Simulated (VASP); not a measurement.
Here is a VASP 6.6.1 calculation.

Contents of INCAR:

```
SYSTEM = Li3H2
  PREC = Accurate
  ENCUT = 600
  EDIFF = 1E-7
  ISMEAR = 0
  SIGMA = 0.1
  LREAL = .False.
  LASPH = .True.
  NELM = 80
  ALGO = Normal
  ISIF = 3
  LWAVE = .False.
  LCHARG = .False.
  GGA = PE
  IBRION = 2
  NSW = 100
  EDIFFG = -0.01
```

Contents of KPOINTS:

```
Automatic mesh
0
Gamma
  12 12 4
  0 0 0
```

POSCAR

```
Li3H2
1.0
    2.5258122009      0.0000000000      0.0000000000
    0.0000000000      2.7864153361      0.0000000000
    0.0000000000      0.0000000000      7.4779474245
Li H
3 2
Direct
    0.0000000000      0.5000000000      0.3103271423
    0.0000000000      0.5000000000      0.9273146283
    0.0000000000      0.0000000000      0.6110277772
    0.5000000000      0.0000000000      0.8235418726
    0.5000000000      0.5000000000      0.4997885896
```

Potentials or basis: VASP PAW PBE potentials, release 64 (Li_sv, H).

The run is started by

```sh
$ cat potpaw_PBE.64/Li_sv/POTCAR potpaw_PBE.64/H/POTCAR > POTCAR
$ mpirun -np 1 vasp_std > vasp.out
```

Q: Estimate the relaxed volume.

A: 10.52 Å³/atom.

Q: Predict the space group after relaxing (to 0.1 Å).

A: Pmm2 (No. 25).

Forces in eV/Å, atoms in the order of the input:
```
Li   0.000  0.000  0.004
Li   0.000  0.000  0.005
Li   0.000  0.000 -0.008
H    0.000  0.000  0.003
H    0.000  0.000 -0.004
```

Caveat: the cutoff is under 1.25 times the usual one of these potentials, so pressure, stress and relaxed cells hold a basis-set (Pulay) error.
